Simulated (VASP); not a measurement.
# SrO (I-4m2) in VASP: single point with HSE06

Aim: the single point of SrO with HSE06.

Program: VASP 6.6.1. These are calculated values, not measurements. Logs are shortened: lines on timing, memory, paths and dates and some standing lists are left out, and cuts for length are marked.

## (1) The cell of the first run

Symmetry: I-4m2, No. 119, tetragonal system. Conventional cell: a = 3.962 Å, b = 3.962 Å, c = 5.585 Å, α = 90.00°, β = 90.00°, γ = 90.00°. Within 3.2 Å of Sr (site symmetry -4m2) lie 4 O at 2.42 Å. Within 3.2 Å of O (site symmetry -4m2) lie 4 Sr at 2.42 Å.

## (2) Single point, HSE06 (biaxial xy strain +0.3%)

The input, POSCAR:

```
SrO
1.0
    0.0000000000      2.8012158146      2.7922805169
    2.8012158146      0.0000000000      2.7922805169
    2.8012158146      2.8012158146      0.0000000000
Sr O
1 1
Direct
    0.0000000000      0.0000000000      0.0000000000
    0.2500000000      0.2500000000      0.2500000000
```

The input, INCAR.step1:

```
SYSTEM = SrO
ALGO = Normal ; EDIFF = 1E-5
ENCUT = 520 ; GGA = PE
GGA_COMPAT = .False. ; ISIF = 2
ISMEAR = 0 ; LASPH = .True.
LCHARG = .False. ; LREAL = .False.
LWAVE = .True. ; NBANDS = 15
NELM = 120 ; PREC = Accurate
SIGMA = 0.01
```

The input, INCAR.step2:

```
SYSTEM = SrO
ALGO = Normal ; EDIFF = 1E-6
ENCUT = 520 ; GGA = PE
GGA_COMPAT = .False. ; HFSCREEN = 0.2079
ISIF = 2 ; ISMEAR = 0
ISTART = 1 ; LASPH = .True.
LCHARG = .False. ; LHFCALC = .True.
LREAL = .False. ; LWAVE = .False.
NBANDS = 15 ; NELM = 120
PREC = Accurate ; PRECFOCK = Normal
SIGMA = 0.01
```

The input, KPOINTS:

```
k-points
0
Gamma
  6 6 6
  0 0 0
```

Potentials or basis: VASP PAW PBE potentials, release 64 (Sr_sv, O).

Command:

```bash
$ cat potpaw_PBE.64/Sr_sv/POTCAR potpaw_PBE.64/O/POTCAR > POTCAR
$ cp INCAR.step1 INCAR
$ mpirun -np 1 vasp_std > vasp.out
$ cp INCAR.step2 INCAR
$ mpirun -np 1 vasp_std > vasp.out
```

OUTCAR:

```text
SYSTEM = SrO
   EDIFF = 1E-6
   ENCUT = 520
   GGA = PE
   HFSCREEN = 0.2079
   ISIF = 2
   ISMEAR = 0
   ISTART = 1
   LASPH = .True.
   LHFCALC = .True.
   LREAL = .False.
   NELM = 120
   PREC = Accurate
   PRECFOCK = Normal

 ion  position               nearest neighbor table
   1  0.000  0.000  0.000-   2 2.42   2 2.42   2 2.42   2 2.42
   2  0.250  0.250  0.250-   1 2.42   1 2.42   1 2.42   1 2.42

  LATTYP: Found a body centered tetragonal cell.
 ALAT       =     3.9615173961
 C/A-ratio  =     1.4097025143

  Lattice vectors:

 A1 = (   0.0000000000,  -2.8012158146,  -2.7922805169)
 A2 = (   0.0000000000,   2.8012158146,  -2.7922805169)
 A3 = (   2.8012158146,   0.0000000000,   2.7922805169)

Analysis of symmetry for initial positions (statically):
=====================================================================
 Subroutine PRICEL returns:
 Original cell was already a primitive cell.

 Routine SETGRP: Setting up the symmetry group for a
 body centered tetragonal supercell.

 Subroutine GETGRP returns: Found  8 space group operations
 (whereof  8 operations were pure point group operations)
 out of a pool of 16 trial point group operations.

The static configuration has the point symmetry D_2d.

Analysis of symmetry for dynamics (positions and initial velocities):
=====================================================================
 Subroutine PRICEL returns:
 Original cell was already a primitive cell.

 Routine SETGRP: Setting up the symmetry group for a
 body centered tetragonal supercell.

 Subroutine GETGRP returns: Found  8 space group operations
 (whereof  8 operations were pure point group operations)
 out of a pool of 16 trial point group operations.

The dynamic configuration has the point symmetry D_2d.

 Subroutine INISYM returns: Found  8 space group operations
 (whereof  8 operations are pure point group operations),
 and found     1 'primitive' translations

----------------------------------------------------------------------------------------

                                     Primitive cell

  volume of cell :      43.8210

  direct lattice vectors                    reciprocal lattice vectors
     0.000000000  2.801215815  2.792280517    -0.178493923  0.178493923  0.179065104
     2.801215815  0.000000000  2.792280517     0.178493923 -0.178493923  0.179065104
     2.801215815  2.801215815  0.000000000     0.178493923  0.178493923 -0.179065104

  length of vectors
     3.955204233  3.955204233  3.961517396     0.309490666  0.309490666  0.309490666

  position of ions in fractional coordinates (direct lattice)
     0.000000000  0.000000000  0.000000000
     0.250000000  0.250000000  0.250000000

  ion indices of the primitive-cell ions
   primitive index   ion index
                 1           1
                 2           2

----------------------------------------------------------------------------------------

 KPOINTS: k-points

Automatic generation of k-mesh.
 Grid dimensions read from file:
 generate k-points for:    6    6    6

 Generating k-lattice:

  Cartesian coordinates                     Fractional coordinates (reciprocal lattice)
    -0.029748987  0.029748987  0.029844184     0.166666667  0.000000000  0.000000000
     0.029748987 -0.029748987  0.029844184     0.000000000  0.166666667  0.000000000
     0.029748987  0.029748987 -0.029844184     0.000000000  0.000000000  0.166666667

  Length of vectors
     0.051581778  0.051581778  0.051581778

  Shift w.r.t. Gamma in fractional coordinates (k-lattice)
     0.000000000  0.000000000  0.000000000

 Subroutine IBZKPT returns following result:
 ===========================================

 Found     30 irreducible k-points:

 Following reciprocal coordinates:
            Coordinates               Weight
  0.000000  0.000000  0.000000      1.000000
  0.166667  0.000000  0.000000      8.000000
  0.333333  0.000000  0.000000      8.000000
  0.500000  0.000000  0.000000      4.000000
  0.166667  0.166667  0.000000      2.000000
  0.333333  0.166667  0.000000      8.000000
[... 16 lines left out ...]
  0.333333  0.000000  0.333333      4.000000
  0.500000  0.000000  0.333333     16.000000
 [... further k-points ...]
   k-points           NKPTS =     30   k-points in BZ     NKDIM =    216   number of bands    NBANDS=     15
   number of dos      NEDOS =    301   number of ions     NIONS =      2
   total plane-waves  NPLWV =  27000
   dimension x,y,z NGX =    30 NGY =   30 NGZ =   30
   dimension x,y,z NGXF=    60 NGYF=   60 NGZF=   60
   ions per type =               1   1
   NGX,Y,Z   is equivalent  to a cutoff of  12.61, 12.61, 12.59 a.u.
   NGXF,Y,Z  is equivalent  to a cutoff of  25.22, 25.22, 25.18 a.u.
 SYSTEM =  SrO
   PREC   = accura    normal or accurate (medium, high low for compatibility)
   ISTART =      1    job   : 0-new  1-cont  2-samecut
   ICHARG =      0    charge: 1-file 2-atom 10-const
   ISPIN  =      1    spin polarized calculation?
   LNONCOLLINEAR =      F non collinear calculations
   LSORBIT =      F    spin-orbit coupling
   LASPH  =      T    aspherical Exc in radial PAW
   ENCUT  =  520.0 eV  38.22 Ry    6.18 a.u.   7.35  7.35  7.37*2*pi/ulx,y,z
   NELM   =    120;   NELMIN=  2; NELMDL=  0     # of ELM steps
   EDIFF  = 0.1E-05   stopping-criterion for ELM
   LREAL  =      F    real-space projection
   EDIFFG = 0.1E-04   stopping-criterion for IOM
   NSW    =      0    number of steps for IOM
   IBRION =     -1    ionic relax: 0-MD 1-quasi-New 2-CG
   NFREE  =      0    steps in history (QN), initial steepest desc. (CG)
   ISIF   =      2    stress and relaxation
   ISYM   =      3    0-nonsym 1-usesym 2-fastsym
   POTIM  = 0.5000    time-step for ionic-motion
   TEBEG  =    0.0;   TEEND  =   0.0 temperature during run
   PSTRESS=    0.0 pullay stress
   NELECT =      16.0000    total number of electrons
   NUPDOWN=      -1.0000    fix difference up-down
   EMIN   =  10.00;   EMAX   =-10.00  energy-range for DOS
   EFERMI =   0.00;   METHOD = LEGACY
   ISMEAR =     0;   SIGMA  =   0.01  broadening in eV -4-tet -1-fermi 0-gaus
   EFERMI_NEDOS =   21; number of points for ismear=-14 and -15
   IALGO  =     38    algorithm
   IMIX   =      1    mixing-type and parameters
     AMIX     =   0.40;   BMIX     =  1.00
     AMIX_MAG =   1.60;   BMIX_MAG =  1.00
  volume/ion in A,a.u.               =      21.91       147.86
  Fermi-wavevector in a.u.,A,eV,Ry     =   1.170094  2.211157 18.628009  1.369120
  Thomas-Fermi vector in A             =   2.306557
   LORBIT       =      0    0 simple, 1 ext, 2 COOP (PROOUT), +10 PAW based schemes
   GGA     = PE    functional components
   LHFCALC =     T    Hartree Fock is set to
   PRECFOCK=normal    Normal, Fast or Accurate (Low or Medium for compatibility)
   ENCUT4O =  -1.0   cutoff for four orbital integrals eV
   NKREDX  =     1    reduce k-point grid by
   NKREDY  =     1    reduce k-point grid by
   NKREDZ  =     1    reduce k-point grid by
   AEXX    =    0.2500 exact exchange contribution
   HFSCREEN=    0.2079 screening length (either q_TF or 0.3 A-1)
   HFSCREENC=   0.2079 screening length for correlation (either q_TF or 0.3 A-1)
   ENCUTFOCK=  -1.0 apply spherical cutoff to Coloumb kernel
   IVDW    =     0    specifies the selected vdW correction
   LEPSILON=     F    determine dielectric tensor
   LRPA    =     F    only Hartree local field effects (RPA)
 non-spin polarized calculation
 Gauss-broadening in eV      SIGMA  =   0.01
  energy-cutoff  :      520.00
  volume of cell :       43.82
 maximum number of plane-waves:      1235
 NGX is ok and might be reduce to    30
  NGX = 24; NGY = 24; NGZ = 24

 number of electron      16.0000002 magnetization

 Free energy of the ion-electron system (eV)
  ---------------------------------------------------
  ext. energy  EPLUGINS =         0.00000000
  ---------------------------------------------------
  free energy    TOTEN  =       -13.83850212 eV

  energy without entropy =      -13.83850212  energy(sigma->0) =      -13.83850212

 E-fermi :  -0.6309     XC(G=0):  -7.1180

 val. band max:       -0.7555608883   @ k =  -0.3333   0.1667   0.5000
 cond. band min:       3.0790077123   @ k =   0.0000   0.0000   0.0000
 fundamental gap:      3.8345686006
 Fermi energy:        -0.6309050384

 k-point     1 :       0.0000    0.0000    0.0000
  band No.  band energies     occupation
      1     -34.9411      2.00000
      2     -16.9749      2.00000
      3     -15.5525      2.00000
      4     -15.5519      2.00000
      5     -15.5519      2.00000
      6      -1.6271      2.00000
      7      -1.6271      2.00000
      8      -1.6251      2.00000
      9       3.0790      0.00000
     10       8.9810      0.00000
     11       9.0170      0.00000
     12      10.3425      0.00000
     13      10.3425      0.00000
     14      10.3829      0.00000
     15      15.7449      0.00000

 k-point     2 :       0.1667    0.0000    0.0000
  band No.  band energies     occupation
      1     -34.9251      2.00000
      2     -17.3599      2.00000
      3     -15.5763      2.00000
      4     -15.5762      2.00000
      5     -15.2268      2.00000
      6      -1.7373      2.00000
      7      -1.5364      2.00000
      8      -1.5342      2.00000
      9       3.9249      0.00000
     10       8.4908      0.00000
     11       8.5172      0.00000
     12       9.7374      0.00000
     13      10.9602      0.00000
     14      10.9828      0.00000
     15      13.9368      0.00000
[... 365 lines left out ...]
      3     -15.7380      2.00000
      4     -15.7344      2.00000
      5     -14.5458      2.00000
      6      -2.1652      2.00000
      7      -1.0048      2.00000
      8      -0.9964      2.00000
      9       5.5250      0.00000
     10       6.3493      0.00000
     11      10.1682      0.00000
     12      10.4717      0.00000
     13      10.9910      0.00000
     14      11.0224      0.00000
     15      15.1270      0.00000

 k-point    24 :       0.5000    0.0000    0.3333
  band No.  band energies     occupation
      1     -34.8607      2.00000
      2     -18.2128      2.00000
      3     -15.8534      2.00000
      4     -15.7593      2.00000
      5     -14.3607      2.00000
      6      -2.0116      2.00000
      7      -0.9210      2.00000
      8      -0.8978      2.00000
      9       5.3343      0.00000
     10       6.5549      0.00000
     11       9.7201      0.00000
     12      10.7776      0.00000
     13      11.2892      0.00000
     14      11.7780      0.00000
     15      13.8787      0.00000

 [... further k-points ...]

------------------------ aborting loop because EDIFF is reached ----------------------------------------

  FORCE on cell =-STRESS in cart. coord.  units (eV):
  Direction    XX          YY          ZZ          XY          YZ          ZX
  --------------------------------------------------------------------------------------
  -------------------------------------------------------------------------------------
  Total       -0.0864129     -0.0864129     -0.0747502      0.0000000      0.0000000      0.0000000
  in kB       -3.1594160     -3.1594160     -2.7330063      0.0000000      0.0000000      0.0000000
  external PRESSURE =      -3.0172794 kB  Pullay stress =       0.0000000 kB

 VOLUME and BASIS-vectors are now :
 -----------------------------------------------------------------------------
  energy-cutoff  :      520.00
  volume of cell :       43.82
      direct lattice vectors                 reciprocal lattice vectors
     0.000000000  2.801215815  2.792280517    -0.178493923  0.178493923  0.179065104
     2.801215815  0.000000000  2.792280517     0.178493923 -0.178493923  0.179065104
     2.801215815  2.801215815  0.000000000     0.178493923  0.178493923 -0.179065104

 POSITION                                       TOTAL-FORCE (eV/Angst)
 -----------------------------------------------------------------------------------
      0.00000      0.00000      0.00000         0.000000      0.000000     -0.000000
      1.40061      1.40061      1.39614        -0.000000     -0.000000      0.000000
 -----------------------------------------------------------------------------------
    total drift:                               -0.000001      0.000001      0.000012

  FREE ENERGIE OF THE ION-ELECTRON SYSTEM (eV)
  ---------------------------------------------------
  free  energy   TOTEN  =       -13.8385021173 eV

  energy  without entropy=      -13.8385021173  energy(sigma->0) =      -13.83850212
```

It took 1.5 h on 1 thread of Intel Xeon 8259CL, shared host; peak memory 0.31 GiB.

Results:

```
Free energy            : -13.8385 eV
Pressure               : -0.3 GPa
Band gap on the k mesh : 3.83 eV (least direct gap 4.70 eV)
```

Caveat: the cell differs from its parent crystal (biaxial xy strain +0.3%); the structure was generated, so it needn't be the stable form of SrO; the PAW data sets were made with another functional, which shifts forces and pressure a little.
